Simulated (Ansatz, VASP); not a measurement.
**TiS2: VASP beside Ansatz**

```xyz
3
Lattice="3.4106 0.0000 0.0000 -1.7053 2.9537 0.0000 0.0000 0.0000 5.7387" Properties=species:S:1:pos:R:3 pbc="T T T"
Ti    0.0000    0.0000    0.0000
S     0.0000    1.9691    1.4055
S     1.7053    0.9846    4.3332
```

Alike in both runs: task single point; functional PBE; k mesh 6 × 6 × 4; occupations fermi-dirac, width 0.001 eV; no spin polarisation.

|  | VASP | Ansatz |
| --- | --- | --- |
| version | VASP 6.6.1 | Ansatz 0.2.0 |
| potentials or method | VASP PAW PBE potentials, release 64 (Ti_sv, S) | plane waves |
| plane-wave cutoff (eV) | 500 | 420 |
| valence electrons in the cell | 24 | 24 |

```tsv
	VASP	Ansatz	Ansatz less VASP
pressure (GPa)	1.6	1.6	+0.03
traceless stress, the component that is largest in VASP (GPa)	1.15	1.05	-0.091
rms of the force components (eV/Å)	0.063	0.059	-0.0034
```

Atom by atom the forces differ by 0.003 eV/Å (rms over components). The functional is the same, so the differences come from potentials, cutoffs and numerics.
